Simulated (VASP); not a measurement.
Input of a VASP 6.6.1 run:

File INCAR:

```
SYSTEM = C
ALGO     = Normal         ! electronic algorithm
EDIFF    = 1E-7           ! SCF threshold, eV
ENCUT    = 520            ! plane-wave cutoff, eV
GGA      = PE             ! functional
ISIF     = 2              ! what is computed and relaxed
ISMEAR   = 0              ! smearing method
IVDW     = 12             ! dispersion correction
LASPH    = .TRUE.         ! aspherical terms in the spheres
LCHARG   = .FALSE.        ! write CHGCAR
LREAL    = .FALSE.        ! projectors in reciprocal space
LWAVE    = .FALSE.        ! write WAVECAR
NBANDS   = 11             ! bands
NELM     = 60             ! most SCF steps
PREC     = Accurate       ! precision mode
SIGMA    = 0.05           ! smearing width, eV
```

KPOINTS

```
k-points
0
G
  15 15 15
  0 0 0
```

Contents of POSCAR:

```
C
1.0
    1.2324984681      0.7115833223      3.3613878357
   -1.2324984681      0.7115833223      3.3613878357
    0.0000000000     -1.4231666447      3.3613878357
C
2
Direct
    0.1571748731      0.1571748731      0.1571748731
    0.8428251269      0.8428251269      0.8428251269
```

Potentials or basis: VASP PAW PBE potentials, release 64 (C).

Command:

```bash
$ cat potpaw_PBE.64/C/POTCAR > POTCAR
$ mpirun -np 1 vasp_std > vasp.out
```

(1) Estimate the largest force.

(2) Estimate the pressure.

Answers

(1) 3.135 eV/Å.

(2) -1.7 GPa.

Caveat: the cell differs from its parent crystal (mode 4 frozen in at -0.095 Å and mode 6 at +0.000 Å (largest displacements)); forces of over 1 eV/Å act on the atoms, so gaps and moduli don't describe the material at rest.
